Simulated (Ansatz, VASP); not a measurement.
# H4C in VASP and in Ansatz

```
H C
1.0
    -2.23103    2.47892    2.47892
     2.23103   -2.47892    2.47892
     2.23103    2.47892   -2.47892
H C
4 1
Direct
  0.00000 0.00000 0.74631
  0.74631 0.00000 0.00000
  0.00000 0.74631 0.00000
  0.25369 0.25369 0.25369
  0.00000 0.00000 0.00000
```

Change from the starting cell: strain -0.1000 x Voigt [1, 0, 0, 0, 0, 0], atoms carried along.

Alike in both runs: task single point; functional LDA; k mesh 6 × 6 × 6; occupations gaussian, width 0.05 eV; no spin polarisation.

```csv
,VASP,Ansatz
version,VASP 6.6.1,Ansatz 0.2.0
potentials or method,"VASP PAW LDA potentials, release 64 (H, C), cutoff 520 eV","scalar-relativistic, plane waves, PAW"
valence electrons in the cell,8,8
```

|  | VASP | Ansatz | Ansatz less VASP |
| --- | --- | --- | --- |
| gap on the k mesh at the Fermi level (eV) | 7.07 | 7.08 | +0.002 |
| least direct gap on the mesh (eV) | 7.07 | 7.08 | +0.002 |
| pressure (GPa) | 6.1 | 6.1 | +0.03 |
| traceless stress, the component that is largest in VASP (GPa) | 1.60 | 1.62 | +0.028 |
| rms of the force components (eV/Å) | 0.908 | 0.888 | -0.0204 |

LDA's correlation is that of Perdew and Zunger in VASP and of Perdew and Wang (1992) in Ansatz. Atom by atom the forces differ by 0.021 eV/Å (rms over components).
